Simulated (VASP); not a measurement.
Runs of VASP 6.6.1 on V. The structure is that of space group Im-3m (No. 229), or close to it. The cells are those of the table. 

| cell | gap on the mesh (eV) | pressure (GPa) |
| --- | --- | --- |
| a = 2.718 Å, angles 109.5°, 1 atom | none | (b) |
| a = 2.508 Å, angles 109.5°, 1 atom | none | 28.3 |
| a = 2.686 Å, angles 109.5°, 1 atom | none | -11.0 |
| a = 2.618 Å, angles 109.5°, 1 atom | none | (a) |
| a = 2.582 Å, angles 109.5°, 1 atom | none | 7.9 |
| a = 2.546 Å, angles 109.5°, 1 atom | none | 17.1 |
| a = 2.652 Å, angles 109.5°, 1 atom | none | -5.9 |

Alike in all rows: task single point; level RPBE; potentials or basis VASP PAW PBE potentials, release 64 (V_sv); no spin polarisation; k mesh 24 × 24 × 24; cutoff (eV) 520; smearing fermi-dirac 0.1 eV.

Fill in the values left out.

(a) 0.3; (b) -15.2.

Caveats: the PAW data sets were made with another functional, which shifts forces and pressure a little.

A gap of «none» marks levels without a gap at the run's occupations.
